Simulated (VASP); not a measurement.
Runs of VASP 6.6.1 on HfBr. The structure is that of space group P4/mmm (No. 123), or close to it. The cells are those of the table. The cell was generated, and may not be a known phase.

```tsv
task	cell	k mesh	cutoff (eV)	gap on the mesh (eV)	pressure (GPa)	relaxed volume (Å³/atom)
single point	a = 3.667, b = 3.667, c = 4.131 Å, 2 atoms	6 × 6 × 4	520	none	(b)	-
relaxation of cell and atoms	relaxed from a = 3.199, b = 3.199, c = 4.058 Å, 2 atoms	18 × 18 × 14	600	none	0.0	20.41
single point	a = 3.239, b = 3.239, c = 3.928 Å, 2 atoms	18 × 18 × 14, shifted	520	none	(a)	-
relaxation of cell and atoms	relaxed from a = 3.667, b = 3.667, c = 4.131 Å, 2 atoms	6 × 6 × 4	600	none	0.0	20.62
single point	a = 3.199, b = 3.199, c = 4.058 Å, 2 atoms	6 × 6 × 4	520	none	-0.4	-
```

Alike in all rows: level PBE; potentials or basis VASP PAW PBE potentials, release 64 (Hf_pv, Br); no spin polarisation; smearing gaussian 0.1 eV.

Question: Estimate the missing entries.

Answer: (a) -0.5; (b) -10.8.

Caveats: some runs use coarse meshes; spin-orbit coupling is left out, which moves the levels of the heavy elements; an odd number of electrons without spin polarisation forces a metal; a magnetic or distorted state may lie lower; the volume moved by over 15 % at a fixed basis, so the end points are rough (at least some runs).

A k mesh can miss the band edges, and the runs leave out spin-orbit coupling on Br, Hf.

A gap of «none» marks levels without a gap at the run's occupations.
